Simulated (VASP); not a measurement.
# W (Pbcm) in VASP: further runs

Aim: see how the results for W move with the level of theory and the settings. Levels: PBEsol, r2SCAN. Tasks: single point.

Program: VASP 6.6.1. These are calculated values, not measurements. Logs are shortened: lines on timing, memory, paths and dates and some standing lists are left out, and cuts for length are marked.

### Step 1. The cell of the first run

Symmetry: Pbcm, No. 57, orthorhombic system. Conventional cell: a = 2.810 Å, b = 4.864 Å, c = 4.924 Å, α = 90.00°, β = 90.00°, γ = 90.00°. Within 3.6 Å of W (site symmetry m) lie 12 W at 2.70 to 3.06 Å.

### Step 2. Single point, PBEsol, non-collinear spin, zero start, spin-orbit coupling

The input, INCAR:

```
SYSTEM = W
PREC     = Accurate       ! precision mode
ENCUT    = 520            ! plane-wave cutoff, eV
EDIFF    = 1E-6           ! SCF threshold, eV
ISMEAR   = 0              ! smearing method
SIGMA    = 0.005          ! smearing width, eV
LREAL    = .FALSE.        ! projectors in reciprocal space
LASPH    = .TRUE.         ! aspherical terms in the spheres
NELM     = 150            ! most SCF steps
ALGO     = Normal         ! electronic algorithm
ISIF     = 2              ! what is computed and relaxed
LWAVE    = .FALSE.        ! write WAVECAR
LCHARG   = .FALSE.        ! write CHGCAR
LNONCOLLINEAR= .TRUE.         ! non-collinear magnetism
MAGMOM   = 0 0 0 0 0 0 0 0 0 0 0 0 ! initial moments
LORBIT   = 11             ! projections on sites
LSORBIT  = .TRUE.         ! spin-orbit coupling
GGA_COMPAT= .FALSE.      
LORBMOM  = .TRUE.       
LMAXMIX  = 4              ! l up to which the mixer works
GGA      = PS             ! functional
NBANDS   = 70             ! bands
```

The input, KPOINTS:

```
Automatic mesh
0
G
  8 5 5
  0 0 0
```

The input, POSCAR:

```
W
1.0
    2.8096620000      0.0000000000      0.0000000000
    0.0000000000      4.8638700000      0.0000000000
    0.0000000000      0.0000000000      4.9236950000
W
4
Direct
    0.7931720000      0.9368430000      0.7500000000
    0.2068280000      0.4368430000      0.7500000000
    0.2068280000      0.0631570000      0.2500000000
    0.7931720000      0.5631570000      0.2500000000
```

Potentials or basis: VASP PAW PBE potentials, release 64 (W_sv).

Launch:

```
cat potpaw_PBE.64/W_sv/POTCAR > POTCAR
mpirun -np 1 vasp_ncl > vasp.out
```

OUTCAR:

```text
SYSTEM = W
   PREC = Accurate
   ENCUT = 520
   EDIFF = 1E-6
   ISMEAR = 0
   LREAL = .FALSE.
   LASPH = .TRUE.
   NELM = 150
   ISIF = 2
   LNONCOLLINEAR = .TRUE.
   LORBIT = 11
   LSORBIT = .TRUE.
   GGA = PS

 ion  position               nearest neighbor table
   1  0.793  0.937  0.750-   2 2.70   2 2.70   3 2.79   3 2.79   2 2.94   2 2.94   3 3.03   3 3.03
                             4 3.06   4 3.06
   2  0.207  0.437  0.750-   1 2.70   1 2.70   4 2.79   4 2.79   1 2.94   1 2.94   4 3.03   4 3.03
                             3 3.06   3 3.06
   3  0.207  0.063  0.250-   4 2.70   4 2.70   1 2.79   1 2.79   4 2.94   4 2.94   1 3.03   1 3.03
                             2 3.06   2 3.06
   4  0.793  0.563  0.250-   3 2.70   3 2.70   2 2.79   2 2.79   3 2.94   3 2.94   2 3.03   2 3.03
                             1 3.06   1 3.06

  LATTYP: Found a simple orthorhombic cell.
 ALAT       =     2.8096620000
 B/A-ratio  =     1.7311228183
 C/A-ratio  =     1.7524154151

  Lattice vectors:

 A1 = (   2.8096620000,   0.0000000000,   0.0000000000)
 A2 = (   0.0000000000,   4.8638700000,   0.0000000000)
 A3 = (   0.0000000000,   0.0000000000,   4.9236950000)

Analysis of symmetry for initial positions (statically):
=====================================================================
 Subroutine PRICEL returns:
 Original cell was already a primitive cell.

 Routine SETGRP: Setting up the symmetry group for a
 simple orthorhombic supercell.

 Subroutine GETGRP returns: Found  8 space group operations
 (whereof  2 operations were pure point group operations)
 out of a pool of  8 trial point group operations.

The static configuration has the point symmetry S_2 .
 The point group associated with its full space group is D_2h.

Analysis of symmetry for dynamics (positions and initial velocities):
=====================================================================
 Subroutine PRICEL returns:
 Original cell was already a primitive cell.

 Routine SETGRP: Setting up the symmetry group for a
 simple orthorhombic supercell.

 Subroutine GETGRP returns: Found  8 space group operations
 (whereof  2 operations were pure point group operations)
 out of a pool of  8 trial point group operations.

The dynamic configuration has the point symmetry S_2 .
 The point group associated with its full space group is D_2h.

Analysis of structural, dynamic, and magnetic symmetry:
=====================================================================
 Subroutine PRICEL returns:
 Original cell was already a primitive cell.

 Routine SETGRP: Setting up the symmetry group for a
 simple orthorhombic supercell.

 Subroutine GETGRP returns: Found  8 space group operations
 (whereof  2 operations were pure point group operations)
 out of a pool of  8 trial point group operations.

The overall configuration has the point symmetry S_2 .
 The point group associated with its full space group is D_2h.

 Subroutine INISYM returns: Found  8 space group operations
 (whereof  2 operations are pure point group operations),
 and found     1 'primitive' translations

----------------------------------------------------------------------------------------

                                     Primitive cell

  volume of cell :      67.2864

  direct lattice vectors                    reciprocal lattice vectors
     2.809662000  0.000000000  0.000000000     0.355914697  0.000000000  0.000000000
     0.000000000  4.863870000  0.000000000     0.000000000  0.205597600  0.000000000
     0.000000000  0.000000000  4.923695000     0.000000000  0.000000000  0.203099501

  length of vectors
     2.809662000  4.863870000  4.923695000     0.355914697  0.205597600  0.203099501

  position of ions in fractional coordinates (direct lattice)
     0.793172000  0.936843000  0.750000000
     0.206828000  0.436843000  0.750000000
     0.206828000  0.063157000  0.250000000
     0.793172000  0.563157000  0.250000000

  ion indices of the primitive-cell ions
   primitive index   ion index
                 1           1
                 2           2
                 3           3
                 4           4
[... 120 lines left out ...]
  free energy    TOTEN  =       -56.49203083 eV

  energy without entropy =      -56.49187027  energy(sigma->0) =      -56.49195055

 E-fermi :  10.1894     XC(G=0): -13.3965

 val. band max:       10.1639491139   @ k =   0.0000   0.4000   0.0000
 cond. band min:      10.1914050225   @ k =   0.0000   0.2000   0.2000
 fundamental gap:      0.0274559087
 Fermi energy:        10.1893667614

 k-point     1 :       0.0000    0.0000    0.0000
  band No.  band energies     occupation
      1     -63.6748      1.00000
      2     -63.6748      1.00000
      3     -63.5979      1.00000
      4     -63.5979      1.00000
      5     -63.5647      1.00000
      6     -63.5647      1.00000
[... 1693 lines left out ...]
     67      13.5946      0.00000
     68      13.5946      0.00000

 [... further k-points ...]

 [bands above 68 left out]

------------------------ aborting loop because EDIFF is reached ----------------------------------------

  FORCE on cell =-STRESS in cart. coord.  units (eV):
  Direction    XX          YY          ZZ          XY          YZ          ZX
  --------------------------------------------------------------------------------------
  -------------------------------------------------------------------------------------
  Total       -4.4875886     -3.5465003     -3.8102179      0.0000000      0.0000000      0.0000000
  in kB     -106.8553919    -84.4468407    -90.7263026      0.0000000      0.0000000      0.0000000
  external PRESSURE =     -94.0095117 kB  Pullay stress =       0.0000000 kB

 VOLUME and BASIS-vectors are now :
 -----------------------------------------------------------------------------
  energy-cutoff  :      520.00
  volume of cell :       67.29
      direct lattice vectors                 reciprocal lattice vectors
     2.809662000  0.000000000  0.000000000     0.355914697  0.000000000  0.000000000
     0.000000000  4.863870000  0.000000000     0.000000000  0.205597600  0.000000000
     0.000000000  0.000000000  4.923695000     0.000000000  0.000000000  0.203099501

 POSITION                                       TOTAL-FORCE (eV/Angst)
 -----------------------------------------------------------------------------------
      2.22855      4.55668      3.69277        -0.110840     -0.039545     -0.000000
      0.58112      2.12475      3.69277         0.110840     -0.039545     -0.000000
      0.58112      0.30719      1.23092         0.110840      0.039545      0.000000
      2.22855      2.73912      1.23092        -0.110840      0.039545     -0.000000
 -----------------------------------------------------------------------------------
    total drift:                                0.000000      0.000000     -0.000000

  FREE ENERGIE OF THE ION-ELECTRON SYSTEM (eV)
  ---------------------------------------------------
  free  energy   TOTEN  =       -56.4920308341 eV

  energy  without entropy=      -56.4918702735  energy(sigma->0) =      -56.49195055

 orbital moment (x)

 # of ion     p       d       tot
 ----------------------------------------
  1         0.000   0.000   0.000
  2         0.000   0.000   0.000
  3         0.000   0.000   0.000
  4         0.000  -0.000  -0.000
 ----------------------------------------
            0.000  -0.000  -0.000

 orbital moment (y)

 # of ion     p       d       tot
 ----------------------------------------
  1         0.000   0.000   0.000
  2        -0.000   0.000   0.000
  3         0.000   0.000   0.000
  4        -0.000   0.000   0.000
 ----------------------------------------
           -0.000   0.000   0.000

 orbital moment (z)

 # of ion     p       d       tot
 ----------------------------------------
  1        -0.000  -0.000  -0.000
  2         0.000   0.000   0.000
  3        -0.000  -0.000  -0.000
  4         0.000   0.000   0.000
 ----------------------------------------
            0.000  -0.000  -0.000

 Spin-Orbit-Coupling matrix elements

 Ion:    1  E_soc:     -1.6961484
 l=   1
     0.0000000    -0.2336136    -0.2323115
    -0.2336136     0.0000000    -0.2317511
    -0.2323115    -0.2317511     0.0000000
 l=   2
     0.0000000    -0.0081343     0.0000000    -0.0100853    -0.0426742
    -0.0081343     0.0000000    -0.0300727    -0.0085805    -0.0097469
     0.0000000    -0.0300727     0.0000000    -0.0318568     0.0000000
    -0.0100853    -0.0085805    -0.0318568     0.0000000    -0.0092474
    -0.0426742    -0.0097469     0.0000000    -0.0092474     0.0000000
 l=   3
     0.0000000     0.0000000     0.0000000     0.0000000     0.0000000     0.0000000     0.0000000
     0.0000000     0.0000000     0.0000000     0.0000000     0.0000000     0.0000000     0.0000000
     0.0000000     0.0000000     0.0000000     0.0000000     0.0000000     0.0000000     0.0000000
     0.0000000     0.0000000     0.0000000     0.0000000     0.0000000     0.0000000     0.0000000
[... 49 lines left out ...]
 l=   2
     0.0000000    -0.0081343     0.0000000    -0.0100853    -0.0426742
    -0.0081343     0.0000000    -0.0300727    -0.0085805    -0.0097469
     0.0000000    -0.0300727     0.0000000    -0.0318568     0.0000000
    -0.0100853    -0.0085805    -0.0318568     0.0000000    -0.0092474
    -0.0426742    -0.0097469     0.0000000    -0.0092474     0.0000000
 l=   3
     0.0000000     0.0000000     0.0000000     0.0000000     0.0000000     0.0000000     0.0000000
     0.0000000     0.0000000     0.0000000     0.0000000     0.0000000     0.0000000     0.0000000
     0.0000000     0.0000000     0.0000000     0.0000000     0.0000000     0.0000000     0.0000000
     0.0000000     0.0000000     0.0000000     0.0000000     0.0000000     0.0000000     0.0000000
     0.0000000     0.0000000     0.0000000     0.0000000     0.0000000     0.0000000     0.0000000
     0.0000000     0.0000000     0.0000000     0.0000000     0.0000000     0.0000000     0.0000000
     0.0000000     0.0000000     0.0000000     0.0000000     0.0000000     0.0000000     0.0000000

 total charge

# of ion       s       p       d       tot
------------------------------------------
    1        2.407   6.304   3.331  12.042
    2        2.407   6.304   3.331  12.042
    3        2.407   6.304   3.331  12.042
    4        2.407   6.304   3.331  12.042
--------------------------------------------------
tot          9.628  25.214  13.325  48.167

 magnetization (x)

# of ion       s       p       d       tot
------------------------------------------
    1        0.000   0.000   0.000   0.000
    2        0.000   0.000   0.000   0.000
    3        0.000   0.000   0.000   0.000
    4        0.000   0.000   0.000   0.000
--------------------------------------------------
tot          0.000   0.000   0.000   0.000

 magnetization (y)

# of ion       s       p       d       tot
------------------------------------------
    1        0.000   0.000   0.000   0.000
    2        0.000   0.000   0.000   0.000
    3        0.000   0.000   0.000   0.000
    4        0.000   0.000   0.000   0.000
--------------------------------------------------
tot          0.000   0.000   0.000   0.000

 magnetization (z)

# of ion       s       p       d       tot
------------------------------------------
    1        0.000  -0.000   0.000   0.000
    2       -0.000   0.000  -0.000  -0.000
    3        0.000  -0.000   0.000   0.000
    4       -0.000   0.000  -0.000  -0.000
--------------------------------------------------
tot          0.000   0.000  -0.000  -0.000
```

Wall time 2.3 min (1 thread of Intel Xeon 6975P-C (Granite Rapids), shared host); peak memory 0.48 GiB.

Results:

```yaml
Free_energy: -56.4920 eV
Pressure: -9.4 GPa
Largest_force: 0.118 eV/Å
Net_moment: 0.00 μB per cell
Valence_electrons_inside_the_program's_atomic_spheres: W 12.04
```

Forces in eV/Å, atoms in the order of the input:
```
W   -0.111 -0.040  0.000
W    0.111 -0.040  0.000
W    0.111  0.040  0.000
W   -0.111  0.040  0.000
```

Moments on the atoms (μB; x, y, z):
```
W   0.00 0.00 0.00
W   0.00 0.00 0.00
W   0.00 0.00 0.00
W   0.00 0.00 0.00
```

Caveat: the cell stands under tension; the PAW data sets were made with another functional, which shifts forces and pressure a little.

### Step 3. Single point, r2SCAN, non-collinear spin, zero start, spin-orbit coupling

POSCAR is that of step 2.

The input, INCAR.step1:

```
PREC = Accurate
ENCUT = 520
ISMEAR = 0
SIGMA = 0.05
LREAL = F
LASPH = T
NELM = 150
MAGMOM = 0 0 0 0 0 0 0 0 0 0 0 0
LSORBIT = T
GGA_COMPAT = F
LMAXMIX = 4
NBANDS = 70
GGA = PE
ALGO = Normal
EDIFF = 1E-4
LWAVE = T
LCHARG = F
KPAR = 4
```

The input, INCAR.step2:

```
PREC = Accurate
ENCUT = 520
EDIFF = 1E-7
ISMEAR = 0
SIGMA = 0.05
LREAL = F
LASPH = T
NELM = 150
ALGO = Normal
ISIF = 2
LWAVE = F
LCHARG = F
MAGMOM = 0 0 0 0 0 0 0 0 0 0 0 0
LORBIT = 11
LSORBIT = T
GGA_COMPAT = F
LORBMOM = T
LMAXMIX = 4
METAGGA = R2SCAN
LMIXTAU = T
NBANDS = 70
ISTART = 1
KPAR = 4
```

The input, KPOINTS:

```
Automatic mesh
0
Gamma
  8 5 5
```

Potentials or basis: VASP PAW PBE potentials, release 64 (W_sv).

Launch:

```
cat potpaw_PBE.64/W_sv/POTCAR > POTCAR
cp INCAR.step1 INCAR
mpirun -np 4 vasp_ncl > vasp.out
cp INCAR.step2 INCAR
mpirun -np 4 vasp_ncl > vasp.out
```

It took 23 min on 4 MPI ranks of Oxide Virtual Turin-like, shared host; peak memory 0.58 GiB.

The run converged. Its results:

* Free energy: -206.4309 eV
* Pressure: -5.1 GPa
* Largest force: 0.087 eV/Å
* Net moment: 0.00 μB per cell
* Valence electrons inside the program's atomic spheres: W 12.01

Forces on the atoms (eV/Å):
```
W    0.001  0.087  0.000
W   -0.001  0.087  0.000
W   -0.001 -0.087  0.000
W    0.001 -0.087  0.000
```

Stress tensor (GPa, compression positive):
```
-7.03  0.00  0.00
 0.00 -4.67  0.00
 0.00  0.00 -3.58
```

Moments on the atoms (μB; x, y, z):
```
W   0.00 0.00 0.00
W   0.00 0.00 0.00
W   0.00 0.00 0.00
W   0.00 0.00 0.00
```

Caveat: the cell stands under tension; the PAW data sets were made with another functional, which shifts forces and pressure a little.
